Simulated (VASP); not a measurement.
# TiCo (Pm-3m) in VASP: notebook

The runs below take TiCo through single point, with PBE.

All numbers are computed with VASP 6.6.1; they aren't measurements. Logs are shortened: lines on timing, memory, paths and dates and some standing lists are left out, and cuts for length are marked.

## 1. The cell of the first run

The structure is cubic, space group Pm-3m (No. 221). Conventional cell: a = 2.935 Å, b = 2.935 Å, c = 2.935 Å, α = 90.00°, β = 90.00°, γ = 90.00°. Within 3.4 Å of Ti (site symmetry m-3m) lie 8 Co at 2.54 Å and 6 Ti at 2.94 Å. Co (site symmetry m-3m) has 8 Ti at 2.54 Å and 6 Co at 2.94 Å within 3.4 Å.

## 2. Single point, PBE (volume scaled by 0.95)

File INCAR:

```
ALGO = Normal
EDIFF = 1E-6
ENCUT = 520
GGA = PE
ISIF = 2
ISMEAR = -1
LASPH = True
LCHARG = True
LELF = True
LREAL = False
LVHAR = True
LWAVE = False
NBANDS = 18
NELM = 80
PREC = Accurate
SIGMA = 0.03
```

File KPOINTS:

```
k-points
0
Gamma
  13 13 13
```

File POSCAR:

```
TiCo
1.0
    2.9354891599      0.0000000000      0.0000000000
    0.0000000000      2.9354891599      0.0000000000
    0.0000000000      0.0000000000      2.9354891599
Ti Co
1 1
Direct
    0.0000000000      0.0000000000      0.0000000000
    0.5000000000      0.5000000000      0.5000000000
```

Potentials or basis: VASP PAW PBE potentials, release 64 (Ti_sv, Co).

The run is started by

```
cat potpaw_PBE.64/Ti_sv/POTCAR potpaw_PBE.64/Co/POTCAR > POTCAR
mpirun -np 1 vasp_std > vasp.out
```

OUTCAR:

```text
EDIFF = 1E-6
   ENCUT = 520
   GGA = PE
   ISIF = 2
   ISMEAR = -1
   LASPH = True
   LREAL = False
   NELM = 80
   PREC = Accurate

 ion  position               nearest neighbor table
   1  0.000  0.000  0.000-   2 2.54   2 2.54   2 2.54   2 2.54   2 2.54   2 2.54   2 2.54   2 2.54

   2  0.500  0.500  0.500-   1 2.54   1 2.54   1 2.54   1 2.54   1 2.54   1 2.54   1 2.54   1 2.54

  LATTYP: Found a simple cubic cell.
 ALAT       =     2.9354891599

  Lattice vectors:

 A1 = (   2.9354891599,   0.0000000000,   0.0000000000)
 A2 = (   0.0000000000,   2.9354891599,   0.0000000000)
 A3 = (   0.0000000000,   0.0000000000,   2.9354891599)

Analysis of symmetry for initial positions (statically):
=====================================================================
 Subroutine PRICEL returns:
 Original cell was already a primitive cell.

 Routine SETGRP: Setting up the symmetry group for a
 simple cubic supercell.

 Subroutine GETGRP returns: Found 48 space group operations
 (whereof 48 operations were pure point group operations)
 out of a pool of 48 trial point group operations.

The static configuration has the point symmetry O_h .

Analysis of symmetry for dynamics (positions and initial velocities):
=====================================================================
 Subroutine PRICEL returns:
 Original cell was already a primitive cell.

 Routine SETGRP: Setting up the symmetry group for a
 simple cubic supercell.

 Subroutine GETGRP returns: Found 48 space group operations
 (whereof 48 operations were pure point group operations)
 out of a pool of 48 trial point group operations.

The dynamic configuration has the point symmetry O_h .

 Subroutine INISYM returns: Found 48 space group operations
 (whereof 48 operations are pure point group operations),
 and found     1 'primitive' translations

----------------------------------------------------------------------------------------

                                     Primitive cell

  volume of cell :      25.2954

  direct lattice vectors                    reciprocal lattice vectors
     2.935489160  0.000000000  0.000000000     0.340658727  0.000000000  0.000000000
     0.000000000  2.935489160  0.000000000     0.000000000  0.340658727  0.000000000
     0.000000000  0.000000000  2.935489160     0.000000000  0.000000000  0.340658727

  length of vectors
     2.935489160  2.935489160  2.935489160     0.340658727  0.340658727  0.340658727

  position of ions in fractional coordinates (direct lattice)
     0.000000000  0.000000000  0.000000000
     0.500000000  0.500000000  0.500000000

  ion indices of the primitive-cell ions
   primitive index   ion index
                 1           1
                 2           2

----------------------------------------------------------------------------------------

 KPOINTS: k-points

Automatic generation of k-mesh.
 Grid dimensions read from file:
 generate k-points for:   13   13   13

 Generating k-lattice:

  Cartesian coordinates                     Fractional coordinates (reciprocal lattice)
     0.026204517  0.000000000  0.000000000     0.076923077  0.000000000  0.000000000
     0.000000000  0.026204517  0.000000000     0.000000000  0.076923077  0.000000000
     0.000000000  0.000000000  0.026204517     0.000000000  0.000000000  0.076923077

  Length of vectors
     0.026204517  0.026204517  0.026204517

  Shift w.r.t. Gamma in fractional coordinates (k-lattice)
     0.000000000  0.000000000  0.000000000

 Subroutine IBZKPT returns following result:
 ===========================================

 Found     84 irreducible k-points:

 Following reciprocal coordinates:
            Coordinates               Weight
  0.000000  0.000000  0.000000      1.000000
  0.076923  0.000000  0.000000      6.000000
  0.153846  0.000000  0.000000      6.000000
  0.230769  0.000000  0.000000      6.000000
  0.307692  0.000000  0.000000      6.000000
  0.384615  0.000000  0.000000      6.000000
[... 16 lines left out ...]
  0.307692  0.307692  0.000000     12.000000
  0.384615  0.307692  0.000000     24.000000
 [... further k-points ...]
   k-points           NKPTS =     84   k-points in BZ     NKDIM =     84   number of bands    NBANDS=     18
   number of dos      NEDOS =    301   number of ions     NIONS =      2
   total plane-waves  NPLWV =  13824
   dimension x,y,z NGX =    24 NGY =   24 NGZ =   24
   dimension x,y,z NGXF=    48 NGYF=   48 NGZF=   48
   ions per type =               1   1
   NGX,Y,Z   is equivalent  to a cutoff of  13.59, 13.59, 13.59 a.u.
   NGXF,Y,Z  is equivalent  to a cutoff of  27.18, 27.18, 27.18 a.u.
 SYSTEM =  unknown system
   PREC   = accura    normal or accurate (medium, high low for compatibility)
   ISTART =      0    job   : 0-new  1-cont  2-samecut
   ICHARG =      2    charge: 1-file 2-atom 10-const
   ISPIN  =      1    spin polarized calculation?
   LNONCOLLINEAR =      F non collinear calculations
   LSORBIT =      F    spin-orbit coupling
   LASPH  =      T    aspherical Exc in radial PAW
   ENCUT  =  520.0 eV  38.22 Ry    6.18 a.u.   5.46  5.46  5.46*2*pi/ulx,y,z
   NELM   =     80;   NELMIN=  2; NELMDL= -5     # of ELM steps
   EDIFF  = 0.1E-05   stopping-criterion for ELM
   LREAL  =      F    real-space projection
   EDIFFG = 0.1E-04   stopping-criterion for IOM
   NSW    =      0    number of steps for IOM
   IBRION =     -1    ionic relax: 0-MD 1-quasi-New 2-CG
   NFREE  =      0    steps in history (QN), initial steepest desc. (CG)
   ISIF   =      2    stress and relaxation
   ISYM   =      2    0-nonsym 1-usesym 2-fastsym
   POTIM  = 0.5000    time-step for ionic-motion
   TEBEG  =    0.0;   TEEND  =   0.0 temperature during run
   PSTRESS=    0.0 pullay stress
   NELECT =      21.0000    total number of electrons
   NUPDOWN=      -1.0000    fix difference up-down
   EMIN   =  10.00;   EMAX   =-10.00  energy-range for DOS
   EFERMI =   0.00;   METHOD = LEGACY
   ISMEAR =    -1;   SIGMA  =   0.03  broadening in eV -4-tet -1-fermi 0-gaus
   EFERMI_NEDOS =   21; number of points for ismear=-14 and -15
   IALGO  =     38    algorithm
   IMIX   =      4    mixing-type and parameters
     AMIX     =   0.40;   BMIX     =  1.00
     AMIX_MAG =   1.60;   BMIX_MAG =  1.00
  volume/ion in A,a.u.               =      12.65        85.35
  Fermi-wavevector in a.u.,A,eV,Ry     =   1.538630  2.907589 32.210179  2.367381
  Thomas-Fermi vector in A             =   2.644971
   LORBIT       =      0    0 simple, 1 ext, 2 COOP (PROOUT), +10 PAW based schemes
   GGA     = PE    functional components
   LHFCALC =     F    Hartree Fock is set to
   AEXX    =    0.0000 exact exchange contribution
   IVDW    =     0    specifies the selected vdW correction
   LEPSILON=     F    determine dielectric tensor
   LRPA    =     F    only Hartree local field effects (RPA)
 non-spin polarized calculation
  energy-cutoff  :      520.00
  volume of cell :       25.30
 maximum number of plane-waves:       707
 NGX is ok and might be reduce to    24
   NGX = 11   NGY = 11   NGZ = 11

 number of electron      21.0000008 magnetization

 Free energy of the ion-electron system (eV)
  ---------------------------------------------------
  ext. energy  EPLUGINS =         0.00000000
  ---------------------------------------------------
  free energy    TOTEN  =       -15.62527301 eV

  energy without entropy =      -15.61789147  energy(sigma->0) =      -15.62158224

 E-fermi :  10.5797     XC(G=0): -12.8484

 val. band max:       10.5671749625   @ k =   0.4615   0.1538   0.0769
 cond. band min:      10.5844423346   @ k =   0.4615   0.4615   0.1538
 fundamental gap:      0.0172673721
 Fermi energy:        10.5797000815

 k-point     1 :       0.0000    0.0000    0.0000
  band No.  band energies     occupation
      1     -46.5417      2.00000
      2     -22.6161      2.00000
      3     -22.6161      2.00000
      4     -22.6161      2.00000
      5       2.7165      2.00000
      6       6.5725      2.00000
[... 10 lines left out ...]
     17      19.9481      0.00000
     18      19.9481      0.00000

 k-point     2 :       0.0769    0.0000    0.0000
  band No.  band energies     occupation
      1     -46.5394      2.00000
      2     -22.6371      2.00000
      3     -22.6147      2.00000
      4     -22.6147      2.00000
      5       2.8396      2.00000
      6       6.6284      2.00000
[... 10 lines left out ...]
     17      20.2421      0.00000
     18      20.2421      0.00000

 k-point     3 :       0.1538    0.0000    0.0000
  band No.  band energies     occupation
      1     -46.5331      2.00000
      2     -22.6948      2.00000
      3     -22.6106      2.00000
      4     -22.6106      2.00000
      5       3.2009      2.00000
      6       6.7926      2.00000
[... 10 lines left out ...]
     17      21.0349      0.00000
     18      21.0349      0.00000

 k-point     4 :       0.2308    0.0000    0.0000
  band No.  band energies     occupation
      1     -46.5243      2.00000
      2     -22.7754      2.00000
      3     -22.6048      2.00000
      4     -22.6048      2.00000
      5       3.7756      2.00000
      6       7.0020      2.00000
[... 10 lines left out ...]
     17      22.1636      0.00000
     18      22.1636      0.00000

 k-point     5 :       0.3077    0.0000    0.0000
  band No.  band energies     occupation
      1     -46.5149      2.00000
      2     -22.8601      2.00000
      3     -22.5987      2.00000
      4     -22.5987      2.00000
      5       4.5206      2.00000
      6       7.1705      2.00000
[... 10 lines left out ...]
     17      23.5045      0.00000
     18      23.5045      0.00000

 k-point     6 :       0.3846    0.0000    0.0000
  band No.  band energies     occupation
      1     -46.5070      2.00000
      2     -22.9296      2.00000
      3     -22.5936      2.00000
      4     -22.5936      2.00000
      5       5.3653      2.00000
      6       7.1727      2.00000
[... 10 lines left out ...]
     17      24.9792      0.00000
     18      24.9792      0.00000

 k-point     7 :       0.4615    0.0000    0.0000
  band No.  band energies     occupation
      1     -46.5026      2.00000
      2     -22.9685      2.00000
      3     -22.5907      2.00000
      4     -22.5907      2.00000
      5       6.1818      2.00000
      6       6.8821      2.00000
[... 10 lines left out ...]
     17      25.2912      0.00000
     18      26.5177      0.00000

 k-point     8 :       0.0769    0.0769    0.0000
  band No.  band energies     occupation
      1     -46.5372      2.00000
      2     -22.6373      2.00000
      3     -22.6337      2.00000
      4     -22.6132      2.00000
      5       2.9611      2.00000
      6       6.6827      2.00000
[... 10 lines left out ...]
     17      19.8043      0.00000
     18      20.5141      0.00000
[... 229 lines left out ...]
     17      19.4944      0.00000
     18      23.6312      0.00000

 k-point    20 :       0.3077    0.2308    0.0000
  band No.  band energies     occupation
      1     -46.4988      2.00000
      2     -22.8396      2.00000
      3     -22.7474      2.00000
      4     -22.5849      2.00000
      5       5.2482      2.00000
      6       7.2015      2.00000
[... 10 lines left out ...]
     17      19.9247      0.00000
     18      24.6345      0.00000

 k-point    21 :       0.3846    0.2308    0.0000
  band No.  band energies     occupation
      1     -46.4913      2.00000
      2     -22.9059      2.00000
      3     -22.7398      2.00000
      4     -22.5791      2.00000
      5       5.8404      2.00000
      6       7.1161      2.00000
[... 10 lines left out ...]
     17      20.7293      0.00000
     18      24.1122      0.00000

 k-point    22 :       0.4615    0.2308    0.0000
  band No.  band energies     occupation
      1     -46.4871      2.00000
      2     -22.9432      2.00000
      3     -22.7355      2.00000
      4     -22.5759      2.00000
      5       6.3145      2.00000
      6       6.9282      2.00000
[... 10 lines left out ...]
     17      21.5442      0.00000
     18      23.1723      0.00000

 k-point    23 :       0.3077    0.3077    0.0000
  band No.  band energies     occupation
      1     -46.4900      2.00000
      2     -22.8347      2.00000
      3     -22.8203      2.00000
      4     -22.5775      2.00000
      5       5.6555      2.00000
      6       7.0929      2.00000
[... 10 lines left out ...]
     17      19.5148      0.00000
     18      23.9611      0.00000

 k-point    24 :       0.3846    0.3077    0.0000
  band No.  band energies     occupation
      1     -46.4828      2.00000
      2     -22.8931      2.00000
      3     -22.8177      2.00000
      4     -22.5713      2.00000
      5       6.0035      2.00000
      6       6.9466      2.00000
[... 10 lines left out ...]
     17      19.8377      0.00000
     18      22.7854      0.00000

 [... further k-points ...]
[... 5 lines left out ...]
  --------------------------------------------------------------------------------------
  -------------------------------------------------------------------------------------
  Total        1.0240201      1.0240201      1.0240201      0.0000000      0.0000000     -0.0000000
  in kB       64.8600979     64.8600979     64.8600979      0.0000000      0.0000000     -0.0000000
  external PRESSURE =      64.8600979 kB  Pullay stress =       0.0000000 kB

 VOLUME and BASIS-vectors are now :
 -----------------------------------------------------------------------------
  energy-cutoff  :      520.00
  volume of cell :       25.30
      direct lattice vectors                 reciprocal lattice vectors
     2.935489160  0.000000000  0.000000000     0.340658727  0.000000000  0.000000000
     0.000000000  2.935489160  0.000000000     0.000000000  0.340658727  0.000000000
     0.000000000  0.000000000  2.935489160     0.000000000  0.000000000  0.340658727

 POSITION                                       TOTAL-FORCE (eV/Angst)
 -----------------------------------------------------------------------------------
      0.00000      0.00000      0.00000         0.000000      0.000000      0.000000
      1.46774      1.46774      1.46774         0.000000      0.000000      0.000000
 -----------------------------------------------------------------------------------
    total drift:                                0.000000      0.000000     -0.000000

  FREE ENERGIE OF THE ION-ELECTRON SYSTEM (eV)
  ---------------------------------------------------
  free  energy   TOTEN  =       -15.6252730109 eV

  energy  without entropy=      -15.6178914671  energy(sigma->0) =      -15.62158224
```

It took 17 s on 1 thread of Intel Xeon Platinum 8559C (Emerald Rapids), shared host; peak memory 0.16 GiB.

Results:

| Item | Value |
| --- | --- |
| Free energy | -15.6253 eV |
| Pressure | 6.5 GPa |

## 3. Single point, PBE (volume scaled by 1.05)

File INCAR:

```
PREC = Accurate ; ENCUT = 520
EDIFF = 1E-7 ; ISMEAR = -1
SIGMA = 0.03 ; LREAL = F
LASPH = T ; NELM = 80
ALGO = Normal ; ISIF = 2
LWAVE = F ; LCHARG = T
GGA = PE ; LELF = T
LVHAR = T ; NBANDS = 18
```

File KPOINTS:

```
regular mesh
0
Gamma
  13 13 13
```

File POSCAR:

```
TiCo
1.0
    3.0350723313      0.0000000000      0.0000000000
    0.0000000000      3.0350723313      0.0000000000
    0.0000000000      0.0000000000      3.0350723313
Ti Co
1 1
Direct
    0.0000000000      0.0000000000      0.0000000000
    0.5000000000      0.5000000000      0.5000000000
```

Potentials or basis: VASP PAW PBE potentials, release 64 (Ti_sv, Co).

The run is started by

```
cat potpaw_PBE.64/Ti_sv/POTCAR potpaw_PBE.64/Co/POTCAR > POTCAR
mpirun -np 1 vasp_std > vasp.out
```

It took 18 s on 1 thread of Intel Xeon Platinum 8559C (Emerald Rapids), shared host; peak memory 0.17 GiB.

The run converged. Its results:

```yaml
Free_energy: -15.5839 eV
Pressure: -10.2 GPa
```

Levels at points of the mesh, in eV from the Fermi level:
```tsv
k point	band 8	band 9	band 10	band 11	band 12	band 13
(0.00, 0.00, 0.00)	-1.33	-1.33	-1.33	0.74	0.74	2.53
```

 Spin polarisation is off, so any magnetic state and its effect on volume and gap are missing.

## 4. Single point, PBE (volume scaled by 1.1)

File INCAR:

```
SYSTEM = TiCo
PREC = Accurate ; ENCUT = 520
EDIFF = 1E-7 ; ISMEAR = -1
SIGMA = 0.03 ; LREAL = .False.
LASPH = .True. ; NELM = 80
ALGO = Normal ; ISIF = 2
LWAVE = .False. ; LCHARG = .True.
GGA = PE ; LELF = .True.
LVHAR = .True. ; NBANDS = 18
```

File KPOINTS:

```
regular mesh
0
Gamma
  13 13 13
  0 0 0
```

File POSCAR:

```
TiCo
1.0
    3.0825029975      0.0000000000      0.0000000000
    0.0000000000      3.0825029975      0.0000000000
    0.0000000000      0.0000000000      3.0825029975
Ti Co
1 1
Direct
    0.0000000000      0.0000000000      0.0000000000
    0.5000000000      0.5000000000      0.5000000000
```

The run is started by

```
cat potpaw_PBE.64/Ti_sv/POTCAR potpaw_PBE.64/Co/POTCAR > POTCAR
mpirun -np 1 vasp_std > vasp.out
```

Run time: 18 s. Hardware: 1 thread of Intel Xeon Platinum 8559C (Emerald Rapids), shared host; peak memory 0.17 GiB.

Results (log left out):

* Free energy: -15.4758 eV
* Pressure: -15.7 GPa

Levels at points of the mesh, in eV from the Fermi level:
```tsv
k point	band 6	band 7	band 8	band 9	band 10	band 11	band 12	band 13	band 14	band 15
(0.00, 0.00, 0.00)	-3.24	-3.24	-1.25	-1.25	-1.25	0.70	0.70	2.38	2.38	2.38
```

 Spin polarisation is off, so any magnetic state and its effect on volume and gap are missing.

## 5. Single point, PBE (volume scaled by 1.18)

File INCAR:

```
SYSTEM = TiCo
ALGO = Normal
EDIFF = 1E-7
ENCUT = 520
GGA = PE
ISIF = 2
ISMEAR = -1
LASPH = .True.
LCHARG = .False.
LREAL = .False.
LWAVE = .False.
NBANDS = 18
NELM = 100
PREC = Accurate
SIGMA = 0.03
```

File KPOINTS:

```
k-points
0
Gamma
  13 13 13
  0 0 0
```

File POSCAR:

```
TiCo
1.0
    3.1554885961      0.0000000000      0.0000000000
    0.0000000000      3.1554885961      0.0000000000
    0.0000000000      0.0000000000      3.1554885961
Ti Co
1 1
Direct
    0.0000000000      0.0000000000      0.0000000000
    0.5000000000      0.5000000000      0.5000000000
```

The run is started by

```
cat potpaw_PBE.64/Ti_sv/POTCAR potpaw_PBE.64/Co/POTCAR > POTCAR
mpirun -np 1 vasp_std > vasp.out
```

It took 20 s on 1 thread of Intel Xeon Platinum 8559C (Emerald Rapids), shared host; peak memory 0.17 GiB.

Results (log left out):

```
Free energy : -15.2225 eV
Pressure    : -22.0 GPa
```

Levels at points of the mesh, in eV from the Fermi level:
```csv
k point,band 8,band 9,band 10,band 11,band 12,band 13
"(0.00, 0.00, 0.00)",-1.13,-1.13,-1.13,0.65,0.65,2.16
```

## 6. Overview

| cell | gap on the mesh (eV) | pressure (GPa) |
| --- | --- | --- |
| a = 2.935 Å, 2 atoms | none | 6.5 |
| a = 3.035 Å, 2 atoms | none | -10.2 |
| a = 3.083 Å, 2 atoms | none | -15.7 |
| a = 3.155 Å, 2 atoms | none | -22.0 |

Alike in all rows: task single point; level PBE; potentials or basis VASP PAW PBE potentials, release 64 (Ti_sv, Co); no spin polarisation; k mesh 13 × 13 × 13; cutoff (eV) 520; smearing fermi-dirac 0.03 eV.

Total energies depend on the potentials used, so only differences within one code and one set of settings carry meaning.
